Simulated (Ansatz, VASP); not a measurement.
## CdI2 in VASP and in Ansatz

```xyz
3
Lattice="4.3713 0.0000 0.0000 -2.1857 3.7857 0.0000 0.0000 0.0000 6.8590" Properties=species:S:1:pos:R:3 pbc="T T T"
Cd    0.0000    0.0000    0.0000
I     0.0000    2.5238    1.7093
I     2.1857    1.2619    5.1497
```

Alike in both runs: task single point; functional PBE; k mesh 6 × 6 × 4; occupations fermi-dirac, width 0.05 eV; no spin polarisation.

|  | VASP | Ansatz |
| --- | --- | --- |
| version | VASP 6.6.1 | Ansatz 0.2.0 |
| potentials or method | VASP PAW PBE potentials, release 64 (Cd, I), cutoff 500 eV | plane waves, PAW |
| valence electrons in the cell | 26 | 54 |

|  | VASP | Ansatz | Ansatz less VASP |
| --- | --- | --- | --- |
| pressure (GPa) | 0.0 | -0.1 | -0.09 |
| traceless stress, the component that is largest in VASP (GPa) | 0.47 | 0.48 | +0.010 |

VASP's potentials hold 26 valence electrons a cell and Ansatz's 54, so a difference there can come from the potentials and not from the codes.

Spin-orbit coupling is off throughout.
